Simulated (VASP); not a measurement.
BAs:

```
As B
1.0
     0.00000    2.38850    2.38850
     2.38850    0.00000    2.38850
     2.38850    2.38850    0.00000
As B
1 1
Direct
  0.75000 0.75000 0.75000
  0.00000 0.00000 0.00000
```

| Property | Result |
| --- | --- |
| Program | VASP 6.6.1 |
| Task | relaxation of cell and atoms |
| Functional | PBE |
| Potentials or basis | VASP PAW PBE potentials, release 64 (As, B) |
| Cutoff | 600 eV |
| k mesh | 10 × 10 × 10 |
| Occupations | fermi-dirac, width 0.05 eV |
| Spin | no spin polarisation |

At the start: pressure 3.4 GPa; volume 13.63 Å³/atom.

**Question.** Where does the relaxation end?

**Answer.** Over 3 steps the energy falls by 3.5 meV/atom and the volume is 13.97 Å³/atom (+2.5 %); space group F-43m (No. 216, to 0.05 Å).

The path:
```
step  energy change (eV)  largest force (eV/Å)  pressure (GPa)  volume (Å³)
   1              0.0000                0.0000            3.42        27.25
   2             -0.0037                0.0000           -2.18        28.42
   3             -0.0071                0.0000            0.01        27.93
```

Final structure:
```cif
data_structure
_symmetry_space_group_name_H-M 'P 1'
_symmetry_Int_Tables_number 1
_cell_length_a 3.4057
_cell_length_b 3.4057
_cell_length_c 3.4057
_cell_angle_alpha 60.000
_cell_angle_beta 60.000
_cell_angle_gamma 60.000
_cell_volume 27.93
loop_
_atom_site_label
_atom_site_type_symbol
_atom_site_fract_x
_atom_site_fract_y
_atom_site_fract_z
_atom_site_occupancy
As1 As 0.75000 0.75000 0.75000 1
B1 B 0.00000 0.00000 0.00000 1
```
